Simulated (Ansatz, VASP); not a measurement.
**Cu2Os in VASP and in Ansatz**

The input INCAR:

```
ALGO = Normal ; EDIFF = 1E-6
EDIFFG = -0.04 ; ENCUT = 600
GGA = PE ; IBRION = 2
ISIF = 3 ; ISMEAR = 0
LASPH = True ; LCHARG = False
LREAL = False ; LWAVE = False
NELM = 60 ; NSW = 90
PREC = Accurate ; SIGMA = 0.1
```

File KPOINTS:

```
k-points
0
Gamma
  8 8 8
```

POSCAR

```
Cu2Os
1.0
   -1.5633317026      1.5633317026      3.8350480830
    1.5633317026     -1.5633317026      3.8350480830
    1.5633317026      1.5633317026     -3.8350480830
Cu Os
2 1
Direct
    0.6650000000      0.6650000000      0.0000000000
    0.3350000000      0.3350000000      0.0000000000
    0.0000000000      0.0000000000      0.0000000000
```

Input for Ansatz:

```yaml
crystal:
  lattice:
    - [-1.5633317026, 1.5633317026, 3.835048083]
    - [1.5633317026, -1.5633317026, 3.835048083]
    - [1.5633317026, 1.5633317026, -3.835048083]
  atoms:
    - { symbol: Cu, position: [0.665, 0.665, 0.0] }
    - { symbol: Cu, position: [0.335, 0.335, 0.0] }
    - { symbol: Os, position: [0.0, 0.0, 0.0] }
basis:
  ecutwfc: 420
kpoints:
  mp_grid: { grid: [8, 8, 8] }
hamiltonian:
  xc: pbe
scf:
  occupations: { method: gaussian, width: 0.1 }
  lower_state_search: "off"
output:
  forces: true
  stress: true
  eigenvalues: true
relax:
  adjacent_minimum: "off"
  f_tol: 0.04
  max_steps: 70
  cell: { stress_tol: 0.4 }
```

Alike in both runs: task relaxation of cell and atoms; functional PBE; k mesh 8 × 8 × 8; occupations gaussian, width 0.1 eV; no spin polarisation.

|  | VASP | Ansatz |
| --- | --- | --- |
| version | VASP 6.6.1 | Ansatz 0.2.0 |
| potentials or method | VASP PAW PBE potentials, release 64 (Cu, Os), cutoff 600 eV | scalar-relativistic, plane waves, PAW |
| valence electrons in the cell | 30 | 54 |

|  | VASP | Ansatz | Ansatz less VASP |
| --- | --- | --- | --- |
| gap on the k mesh at the Fermi level, each at its own relaxed structure (eV) | none | none | - |
| relaxed volume (Å³/atom) | 12.84 | 12.87 | +0.030 |
| relaxed cell length with the largest relative difference (Å) | 6.003 | 6.070 | +0.0666 |

A gap of «none» marks a metal or a gap that the smearing closes. VASP's potentials hold 30 valence electrons a cell and Ansatz's 54, so a difference there can come from the potentials and not from the codes.

Neither program's run includes spin-orbit coupling.
